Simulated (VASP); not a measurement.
SrCl2: single point with PBE

SrCl2:

```xyz
3
Lattice="0.0000 3.6600 3.4488 3.4488 0.0000 3.4488 3.4488 3.6600 0.0000" Properties=species:S:1:pos:R:3 pbc="T T T"
Sr    0.0000    0.0000    0.0000
Cl    1.7244    1.8300    1.7244
Cl    5.1733    5.4900    5.1733
```

This cell differs from its parent crystal: strain +e along x and -e along y -0.0300, strain +e along z and -e/2 along x and y -0.0200.

| Property | Result |
| --- | --- |
| Program | VASP 6.6.1 |
| Task | single point |
| Functional | PBE |
| Potentials or basis | VASP PAW PBE potentials, release 64 (Sr_sv, Cl) |
| Cutoff | 520 eV |
| k mesh | 6 × 6 × 6 |
| Occupations | gaussian, width 0.05 eV |
| Spin | no spin polarisation |
| Dipole correction | no |
| Further INCAR settings | ALGO = Normal; EDIFF = 1e-06; NBANDS = 19 |

| Property | Result |
| --- | --- |
| Pressure | 0.2 GPa |
| Band gap on the k mesh | 5.00 eV, indirect (least direct gap 5.30 eV) |

Stress tensor (GPa, compression positive):
```
 1.15  0.00  0.00
 0.00 -1.77  0.00
 0.00  0.00  1.15
```

Levels at points of the mesh, in eV from the valence-band top:
```csv
k point,band 8,band 9,band 10,band 11,band 12,band 13,band 14,band 15,band 16,band 17
"(0.00, 0.00, 0.00)",-2.22,-2.06,-0.73,-0.31,-0.31,5.00,5.88,6.15,8.71,8.93
"(0.50, 0.00, 0.00)",-1.58,-1.55,-1.41,-1.16,-1.12,6.50,6.58,7.24,7.67,8.34
"(0.50, 0.50, 0.00)",-2.06,-1.85,-0.79,-0.30,0.00,5.35,6.97,7.41,7.82,7.96
"(0.50, 0.00, 0.50)",-1.95,-1.95,-0.41,-0.41,-0.34,5.37,6.54,7.40,7.58,7.58
```

It took 78 s on 1 thread of Intel(R) Xeon(R) Platinum 8488C (Sapphire Rapids), on a shared host, peak memory 0.24 GiB.

Caveat: the cell differs from its parent crystal (strain +e along x and -e along y -0.0300, strain +e along z and -e/2 along x and y -0.0200). A k mesh can miss the band edges.
